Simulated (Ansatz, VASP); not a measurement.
## Two plane-wave programs on Co

File INCAR:

```
SYSTEM = Co
ALGO = Normal
EDIFF = 1E-6
ENCUT = 520
GGA = RP
ISIF = 2
ISMEAR = -1
ISPIN = 2
LASPH = .TRUE.
LCHARG = .FALSE.
LMAXMIX = 4
LORBIT = 11
LREAL = .FALSE.
LWAVE = .FALSE.
MAGMOM = 1.88
NBANDS = 14
NELM = 150
PREC = Accurate
SIGMA = 0.05
```

The input KPOINTS:

```
k-points
0
G
  17 17 17
  0 0 0
```

Contents of POSCAR:

```
Co
1.0
   -1.4007122325      1.4007122325      1.4007122325
    1.4007122325     -1.4007122325      1.4007122325
    1.4007122325      1.4007122325     -1.4007122325
Co
1
Direct
    0.0000000000      0.0000000000      0.0000000000
```

Input for Ansatz:

```yaml
crystal:
  lattice:
    - [-1.4007122325, 1.4007122325, 1.4007122325]
    - [1.4007122325, -1.4007122325, 1.4007122325]
    - [1.4007122325, 1.4007122325, -1.4007122325]
  atoms:
    - { symbol: Co, position: [0.0, 0.0, 0.0], spin: 1.88 }
hamiltonian:
  xc: rpbe
  pseudopotentials:
    kind: paw
    azcp:
      Co: "pseudopotentials/Co.paw.azcp"
basis:
  ecutwfc: 420
  fft_grid_basis: typed
kpoints:
  mp_grid: { grid: [17, 17, 17], shift: [0, 0, 0] }
magnetization:
  spin_polarized: true
scf:
  occupations: { method: fermi_dirac, width: 0.05 }
  lower_state_search: "off"
output:
  stress: true
  write_density: true
  write_potential: true
  elf: true
  volumetric_format: npy
```

Alike in both runs: task single point; functional RPBE; k mesh 17 × 17 × 17; occupations fermi-dirac, width 0.05 eV; collinear spin.

```csv
,VASP,Ansatz
version,VASP 6.6.1,Ansatz 0.2.0
potentials or method,"VASP PAW PBE potentials, release 64 (Co), cutoff 520 eV","plane waves (420 eV) with PAW, scalar-relativistic"
valence electrons in the cell,9,17
```

Ansatz gave:

* pressure (GPa): 7.8
* net moment per atom (μB): 1.76
* size of the moment on the site where the two differ most (μB): 1.83

Question: Estimate VASP's values.

Answer: Pressure (GPa): 7.2; net moment per atom (μB): 1.75; size of the moment on the site where the two differ most (μB): 1.77.

VASP's potentials were made for PBE, not for RPBE. Site moments also hang on the region over which each program counts them. VASP's potentials hold 9 valence electrons a cell and Ansatz's 17, so a difference there can come from the potentials and not from the codes.
